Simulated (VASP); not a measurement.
# GaSb (zinc blende type) (F-43m) in VASP: a series of runs, part 2 of 2

VASP 6.6.1. The steps go on from the part before.

## (3) Single point, HSE06

This run uses another cell than the first one, of 27.67 Å³/atom.

The input, POSCAR:

```
GaSb
1.0
    0.0000000000      3.0247512495      3.0247512495
    3.0247512495      0.0000000000      3.0247512495
    3.0247512495      3.0247512495      0.0000000000
Ga Sb
1 1
Direct
    0.0000000000      0.0000000000      0.0000000000
    0.2500000000      0.2500000000      0.2500000000
```

The input, INCAR.step1:

```
ALGO = Normal ; EDIFF = 1E-5
ENCUT = 520 ; GGA = PE
ISIF = 2 ; ISMEAR = -1
LASPH = True ; LREAL = False
LWAVE = True ; NBANDS = 16
NELM = 100 ; PREC = Accurate
SIGMA = 0.1
```

The input, INCAR.step2:

```
ALGO = Normal ; EDIFF = 1E-6
ENCUT = 520 ; GGA = PE
HFSCREEN = 0.2079 ; ISIF = 2
ISMEAR = -1 ; ISTART = 1
LASPH = True ; LCHARG = True
LELF = True ; LHFCALC = True
LREAL = False ; LVHAR = True
LWAVE = False ; NBANDS = 16
NELM = 100 ; PREC = Accurate
PRECFOCK = Normal ; SIGMA = 0.1
```

The input, KPOINTS:

```
k-points
0
Gamma
  4 4 4
```

Potentials or basis: VASP PAW PBE potentials, release 64 (Ga_d, Sb).

Command:

```sh
cat potpaw_PBE.64/Ga_d/POTCAR potpaw_PBE.64/Sb/POTCAR > POTCAR
cp INCAR.step1 INCAR
mpirun -np 1 vasp_std > vasp.out
cp INCAR.step2 INCAR
mpirun -np 1 vasp_std > vasp.out
```

Run time: 14 min. Hardware: 1 thread of Intel Xeon 8259CL, shared host; peak memory 0.29 GiB.

It converged, with:

```
Free energy            : -8.7666 eV
Pressure               : 2.4 GPa
Band gap on the k mesh : 1.18 eV
```

Levels at points of the mesh, in eV from the valence-band top:
```tsv
k point	band 5	band 6	band 7	band 8	band 9	band 10	band 11	band 12	band 13	band 14
(0.00, 0.00, 0.00)	-17.66	-12.78	0.00	0.00	0.00	1.18	3.49	3.49	3.49	6.74
(0.50, 0.00, 0.00)	-17.66	-10.89	-7.07	-1.30	-1.30	1.19	4.49	4.49	7.31	10.65
(0.50, 0.50, 0.00)	-17.66	-9.90	-7.53	-2.91	-2.91	1.48	1.78	10.15	10.15	11.59
```

Caveat: the k points lie up to 0.45 Å⁻¹ apart; the PAW data sets were made with another functional, which shifts forces and pressure a little; spin-orbit coupling is left out, which moves the levels of the heavy elements.

## (4) Single point, HSE06

This run uses another cell than the first one, of 27.67 Å³/atom.

POSCAR is that of step 3.

The input, INCAR.step1:

```
SYSTEM = GaSb
PREC     = Accurate       ! precision mode
ENCUT    = 520            ! plane-wave cutoff, eV
EDIFF    = 1E-5           ! SCF threshold, eV
ISMEAR   = -1             ! smearing method
SIGMA    = 0.1            ! smearing width, eV
LREAL    = .FALSE.        ! projectors in reciprocal space
LASPH    = .TRUE.         ! aspherical terms in the spheres
NELM     = 60             ! most SCF steps
ALGO     = Normal         ! electronic algorithm
ISIF     = 2              ! what is computed and relaxed
LWAVE    = .TRUE.         ! write WAVECAR
NBANDS   = 16             ! bands
GGA      = PE             ! functional
```

The input, INCAR.step2:

```
SYSTEM = GaSb
PREC     = Accurate       ! precision mode
ENCUT    = 520            ! plane-wave cutoff, eV
EDIFF    = 1E-6           ! SCF threshold, eV
ISMEAR   = -1             ! smearing method
SIGMA    = 0.1            ! smearing width, eV
LREAL    = .FALSE.        ! projectors in reciprocal space
LASPH    = .TRUE.         ! aspherical terms in the spheres
NELM     = 60             ! most SCF steps
ALGO     = Normal         ! electronic algorithm
ISIF     = 2              ! what is computed and relaxed
LWAVE    = .FALSE.        ! write WAVECAR
LCHARG   = .TRUE.         ! write CHGCAR
GGA      = PE             ! functional
LHFCALC  = .TRUE.         ! exact exchange
HFSCREEN = 0.2079         ! screening, 1/A
PRECFOCK = Normal       
LELF     = .TRUE.         ! ELF
LVHAR    = .TRUE.       
NBANDS   = 16             ! bands
ISTART   = 1
```

The input, KPOINTS:

```
Automatic mesh
0
G
  4 4 4
  0 0 0
```

Command:

```sh
cat potpaw_PBE.64/Ga_d/POTCAR potpaw_PBE.64/Sb/POTCAR > POTCAR
cp INCAR.step1 INCAR
mpirun -np 1 vasp_std > vasp.out
cp INCAR.step2 INCAR
mpirun -np 1 vasp_std > vasp.out
```

Run time: 16 min. Hardware: 1 thread of Intel Xeon 8259CL, shared host; peak memory 0.29 GiB.

Results (log left out):

```yaml
Free_energy: -8.7666 eV
Pressure: 2.4 GPa
Band_gap_on_the_k_mesh: 1.18 eV
```

Levels at points of the mesh, in eV from the valence-band top:
```
           k point  band 5  band 6  band 7  band 8  band 9  band 10  band 11  band 12  band 13  band 14
(0.00, 0.00, 0.00)  -17.66  -12.78    0.00    0.00    0.00     1.18     3.49     3.49     3.49     6.74
(0.50, 0.00, 0.00)  -17.66  -10.89   -7.07   -1.30   -1.30     1.19     4.49     4.49     7.31    10.65
(0.50, 0.50, 0.00)  -17.66   -9.90   -7.53   -2.91   -2.91     1.48     1.78    10.15    10.15    11.59
```

Caveat: the k points lie up to 0.45 Å⁻¹ apart; the PAW data sets were made with another functional, which shifts forces and pressure a little; spin-orbit coupling is left out, which moves the levels of the heavy elements. A k mesh can miss the band edges.

## (5) Single point, HSE06

This run uses another cell than the first one, of 28.58 Å³/atom.

The input, POSCAR:

```
GaSb
1.0
    0.0000000000      3.0572779504      3.0572779504
    3.0572779504      0.0000000000      3.0572779504
    3.0572779504      3.0572779504      0.0000000000
Ga Sb
1 1
Direct
    0.0000000000      0.0000000000      0.0000000000
    0.2500000000      0.2500000000      0.2500000000
```

The input, INCAR.step1:

```
PREC = Accurate
ENCUT = 520
EDIFF = 1E-5
ISMEAR = -1
SIGMA = 0.1
LREAL = F
LASPH = T
NELM = 60
ALGO = Normal
ISIF = 2
LWAVE = T
LCHARG = F
NBANDS = 16
GGA = PE
```

The input, INCAR.step2:

```
PREC = Accurate
ENCUT = 520
EDIFF = 1E-6
ISMEAR = -1
SIGMA = 0.1
LREAL = F
LASPH = T
NELM = 60
ALGO = Normal
ISIF = 2
LWAVE = F
LCHARG = F
GGA = PE
LHFCALC = T
HFSCREEN = 0.2079
PRECFOCK = Normal
NBANDS = 16
ISTART = 1
```

The input, KPOINTS:

```
regular mesh
0
Gamma
  4 4 4
```

Command:

```sh
cat potpaw_PBE.64/Ga_d/POTCAR potpaw_PBE.64/Sb/POTCAR > POTCAR
cp INCAR.step1 INCAR
mpirun -np 1 vasp_std > vasp.out
cp INCAR.step2 INCAR
mpirun -np 1 vasp_std > vasp.out
```

Run time: 28 min. Hardware: 1 thread of Intel Xeon 8259CL, shared host; peak memory 0.3 GiB.

Results (log left out):

| Item | Value |
| --- | --- |
| Free energy | -8.7816 eV |
| Pressure | 0.4 GPa |
| Band gap on the k mesh | 0.91 eV |

Levels at points of the mesh, in eV from the valence-band top:
| k point | band 5 | band 6 | band 7 | band 8 | band 9 | band 10 | band 11 | band 12 | band 13 | band 14 |
| --- | --- | --- | --- | --- | --- | --- | --- | --- | --- | --- |
| (0.00, 0.00, 0.00) | -17.62 | -12.54 | 0.00 | 0.00 | 0.00 | 0.91 | 3.49 | 3.49 | 3.49 | 6.70 |
| (0.50, 0.00, 0.00) | -17.62 | -10.74 | -6.89 | -1.24 | -1.24 | 1.11 | 4.49 | 4.49 | 7.33 | 10.45 |
| (0.50, 0.50, 0.00) | -17.61 | -9.80 | -7.37 | -2.79 | -2.79 | 1.52 | 1.84 | 9.92 | 9.92 | 11.28 |

Caveat: the k points lie up to 0.44 Å⁻¹ apart; the PAW data sets were made with another functional, which shifts forces and pressure a little; spin-orbit coupling is left out, which moves the levels of the heavy elements.

## (6) Single point, HSE06

This run uses another cell than the first one, of 28.58 Å³/atom.

POSCAR is that of step 5.

The input, INCAR.step1:

```
SYSTEM = GaSb
  PREC = Accurate
  ENCUT = 520
  EDIFF = 1E-5
  ISMEAR = -1
  SIGMA = 0.1
  LREAL = .FALSE.
  LASPH = .TRUE.
  NELM = 60
  ALGO = Normal
  ISIF = 2
  LWAVE = .TRUE.
  LCHARG = .FALSE.
  GGA = PE
  NBANDS = 16
```

The input, INCAR.step2:

```
SYSTEM = GaSb
  PREC = Accurate
  ENCUT = 520
  EDIFF = 1E-6
  ISMEAR = -1
  SIGMA = 0.1
  LREAL = .FALSE.
  LASPH = .TRUE.
  NELM = 60
  ALGO = Normal
  ISIF = 2
  LWAVE = .FALSE.
  LCHARG = .FALSE.
  GGA = PE
  LHFCALC = .TRUE.
  HFSCREEN = 0.2079
  PRECFOCK = Normal
  ISTART = 1
  NBANDS = 16
```

The input, KPOINTS:

```
regular mesh
0
G
  4 4 4
  0 0 0
```

Potentials or basis: VASP PAW PBE potentials, release 64 (Ga_d, Sb).

Command:

```sh
cat potpaw_PBE.64/Ga_d/POTCAR potpaw_PBE.64/Sb/POTCAR > POTCAR
cp INCAR.step1 INCAR
mpirun -np 1 vasp_std > vasp.out
cp INCAR.step2 INCAR
mpirun -np 1 vasp_std > vasp.out
```

It took 31 min on 1 thread of Intel Xeon 8259CL, shared host; peak memory 0.3 GiB.

It converged, with:

```
Free energy            : -8.7816 eV
Pressure               : 0.4 GPa
Band gap on the k mesh : 0.91 eV
```

Levels at points of the mesh, in eV from the valence-band top:
```csv
k point,band 5,band 6,band 7,band 8,band 9,band 10,band 11,band 12,band 13,band 14
"(0.00, 0.00, 0.00)",-17.62,-12.54,0.00,0.00,0.00,0.91,3.49,3.49,3.49,6.70
"(0.50, 0.00, 0.00)",-17.62,-10.74,-6.89,-1.24,-1.24,1.11,4.49,4.49,7.33,10.45
"(0.50, 0.50, 0.00)",-17.61,-9.80,-7.37,-2.79,-2.79,1.52,1.84,9.92,9.92,11.28
```

Caveat: the k points lie up to 0.44 Å⁻¹ apart; the PAW data sets were made with another functional, which shifts forces and pressure a little; spin-orbit coupling is left out, which moves the levels of the heavy elements. A k mesh can miss the band edges.

## (7) The runs side by side

```tsv
level	spin	cell	k mesh	smearing	grid for exact exchange (PRECFOCK)	share of exact exchange	screening parameter	gap on the mesh (eV)	pressure (GPa)
PBE	non-collinear, zero start, SOC	a = 4.398 Å, angles 60.0°, 2 atoms	6 × 6 × 6	fermi-dirac 0.02 eV	-	-	-	-	0.1
HSE06	off	a = 4.278 Å, angles 60.0°, 2 atoms	4 × 4 × 4	fermi-dirac 0.1 eV	Normal	0.25	0.2079 1/Å	1.18	2.4
HSE06	off	a = 4.324 Å, angles 60.0°, 2 atoms	4 × 4 × 4	fermi-dirac 0.1 eV	Normal	0.25	0.2079 1/Å	0.91	0.4
```

Alike in all rows: task single point; potentials or basis VASP PAW PBE potentials, release 64 (Ga_d, Sb); cutoff (eV) 520.

Caveats: some runs use coarse meshes; the PAW data sets were made with another functional, which shifts forces and pressure a little (at least some runs); spin-orbit coupling is left out, which moves the levels of the heavy elements (at least some runs).

Total energies depend on the potentials used, so only differences within one code and one set of settings carry meaning.
